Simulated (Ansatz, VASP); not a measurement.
# Two plane-wave programs on C

The input POSCAR:

```
C
1.0
    0.0000000000      1.6795951980      1.6795951980
    1.6795951980      0.0000000000      1.6795951980
    1.6795951980      1.6795951980      0.0000000000
C
2
Direct
    0.0000000000      0.0000000000      0.0000000000
    0.2500000000      0.2500000000      0.2500000000
```

The input INCAR.step1:

```
PREC     = Accurate       # precision mode
ENCUT    = 520            # plane-wave cutoff, eV
ISMEAR   = 0              # smearing method
SIGMA    = 0.05           # smearing width, eV
LREAL    = False          # projectors in reciprocal space
LASPH    = True           # aspherical terms in the spheres
NELM     = 60             # most SCF steps
NBANDS   = 11             # bands
GGA      = PE             # functional
ALGO     = Normal         # electronic algorithm
EDIFF    = 1E-4           # SCF threshold, eV
LWAVE    = True           # write WAVECAR
LCHARG   = False          # write CHGCAR
```

Contents of INCAR.step2:

```
PREC     = Accurate       # precision mode
ENCUT    = 520            # plane-wave cutoff, eV
EDIFF    = 1E-6           # SCF threshold, eV
ISMEAR   = 0              # smearing method
SIGMA    = 0.05           # smearing width, eV
LREAL    = False          # projectors in reciprocal space
LASPH    = True           # aspherical terms in the spheres
NELM     = 60             # most SCF steps
ALGO     = Normal         # electronic algorithm
ISIF     = 2              # what is computed and relaxed
LWAVE    = False          # write WAVECAR
LCHARG   = False          # write CHGCAR
METAGGA  = R2SCAN         # meta-GGA
LMIXTAU  = True         
NBANDS   = 11             # bands
ISTART   = 1
```

Contents of KPOINTS:

```
regular mesh
0
Gamma
  12 12 12
```

Input for Ansatz:

```yaml
crystal:
  lattice:
    - [0.0, 1.679595198, 1.679595198]
    - [1.679595198, 0.0, 1.679595198]
    - [1.679595198, 1.679595198, 0.0]
  atoms:
    - { symbol: C, position: [0.0, 0.0, 0.0] }
    - { symbol: C, position: [0.25, 0.25, 0.25] }
basis:
  ecutwfc: 500
  ecutrho_ratio: 4
kpoints:
  mp_grid: { grid: [12, 12, 12] }
hamiltonian:
  xc: r2scan
scf:
  occupations: { method: gaussian, width: 0.05 }
output:
  forces: true
  stress: true
  eigenvalues: true
```

Alike in both runs: task single point; functional r2SCAN; k mesh 12 × 12 × 12; occupations gaussian, width 0.05 eV; no spin polarisation.

```csv
,VASP,Ansatz
version,VASP 6.6.1,Ansatz 0.2.0
potentials or method,"VASP PAW PBE potentials, release 64 (C), cutoff 520 eV","scalar-relativistic, plane waves, PAW"
valence electrons in the cell,8,8
```

|  | VASP | Ansatz | Ansatz less VASP |
| --- | --- | --- | --- |
| gap on the k mesh at the Fermi level (eV) | 4.79 | 4.83 | +0.041 |
| least direct gap on the mesh (eV) | 6.33 | 6.39 | +0.061 |

VASP's potentials were made for PBE, not for r2SCAN.
